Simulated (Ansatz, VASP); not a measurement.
**One calculation of C, two programs**

Contents of INCAR:

```
SYSTEM = C
ALGO     = Normal         ! electronic algorithm
EDIFF    = 1E-6           ! SCF threshold, eV
EDIFFG   = -0.005         ! ionic threshold
ENCUT    = 600            ! plane-wave cutoff, eV
IBRION   = 2              ! ionic algorithm
ISIF     = 3              ! what is computed and relaxed
ISMEAR   = 0              ! smearing method
LASPH    = .True.         ! aspherical terms in the spheres
LCHARG   = .False.        ! write CHGCAR
LREAL    = .False.        ! projectors in reciprocal space
LWAVE    = .False.        ! write WAVECAR
NELM     = 80             ! most SCF steps
NSW      = 100            ! ionic steps
PREC     = Accurate       ! precision mode
SIGMA    = 0.02           ! smearing width, eV
```

The input KPOINTS:

```
k-points
0
Gamma
  12 12 12
  0 0 0
```

Contents of POSCAR:

```
C
1.0
    1.2226946108      0.7059230627      3.3108923667
   -1.2226946108      0.7059230627      3.3108923667
    0.0000000000     -1.4118461253      3.3108923667
C
2
Direct
    0.8334329403      0.8334329403      0.8334329403
    0.1665670597      0.1665670597      0.1665670597
```

Input for Ansatz:

```yaml
crystal:
  lattice:
    - [1.2226946174, 0.7059230665, 3.3108905277]
    - [-1.2226946174, 0.7059230665, 3.3108905277]
    - [0.0, -1.4118461329, 3.3108905277]
  atoms:
    - { symbol: C, position: [0.1665670578, 0.1665670578, 0.1665670578] }
    - { symbol: C, position: [0.8334329422, 0.8334329422, 0.8334329422] }
basis:
  ecutwfc: 420
kpoints:
  mp_grid: { grid: [12, 12, 12] }
hamiltonian:
  xc: lda
scf:
  occupations: { method: gaussian, width: 0.02 }
output:
  forces: true
  stress: true
  eigenvalues: true
  write_density: true
  write_potential: true
  elf: true
  volumetric_format: npy
relax:
  adjacent_minimum: "off"
  f_tol: 0.005
  max_steps: 80
  cell: { stress_tol: 0.05 }
```

Alike in both runs: task relaxation of cell and atoms; functional LDA; k mesh 12 × 12 × 12; occupations gaussian, width 0.02 eV; no spin polarisation.

|  | VASP | Ansatz |
| --- | --- | --- |
| version | VASP 6.6.1 | Ansatz 0.2.0 |
| potentials or method | VASP PAW LDA potentials, release 64 (C), cutoff 600 eV | scalar-relativistic, plane waves, PAW |
| valence electrons in the cell | 8 | 8 |

|  | VASP | Ansatz | Ansatz less VASP |
| --- | --- | --- | --- |
| gap on the k mesh at the Fermi level, each at its own relaxed structure (eV) | 0.78 | 0.72 | -0.057 |
| relaxed volume (Å³/atom) | 8.45 | 8.56 | +0.107 |
| relaxed cell length with the largest relative difference (Å) | 3.554 | 3.595 | +0.0408 |

LDA's correlation is that of Perdew and Zunger in VASP and of Perdew and Wang (1992) in Ansatz.
